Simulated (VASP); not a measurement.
A run of VASP 6.6.1 is set up as follows.

Contents of INCAR:

```
ALGO = Normal ; EDIFF = 1E-6
ENCUT = 600 ; GGA = CA
GGA_COMPAT = F ; ISIF = 2
ISMEAR = 0 ; LASPH = T
LCHARG = F ; LREAL = F
LWAVE = F ; NBANDS = 16
NELM = 120 ; PREC = Accurate
SIGMA = 0.01
```

Contents of KPOINTS:

```
k-points
0
Gamma
  6 6 4
```

File POSCAR:

```
MgO
1.0
    3.3077870000      0.0000000000      0.0000000000
   -1.6538935000      2.8646275723      0.0000000000
    0.0000000000      0.0000000000      4.9828820000
Mg O
2 2
Direct
    0.3333333333      0.6666666667      0.0021600000
    0.6666666667      0.3333333333      0.5021600000
    0.3333333333      0.6666666667      0.4024400000
    0.6666666667      0.3333333333      0.9024400000
```

Potentials or basis: VASP PAW LDA potentials, release 64 (Mg, O).

Run with:

```console
$ cat potpaw_LDA.64/Mg/POTCAR potpaw_LDA.64/O/POTCAR > POTCAR
$ mpirun -np 1 vasp_std > vasp.out
```

Q: Estimate the band gap on the k mesh.

A: 3.36 eV.

Q: What does it give for the pressure?

A: -5.6 GPa.

Q: Predict the largest force.

A: 0.048 eV/Å.

Forces in eV/Å, atoms in the order of the input:
```
Mg   0.000  0.000  0.048
Mg   0.000  0.000  0.048
O    0.000  0.000 -0.048
O    0.000  0.000 -0.048
```

Caveat: the cell stands under tension.
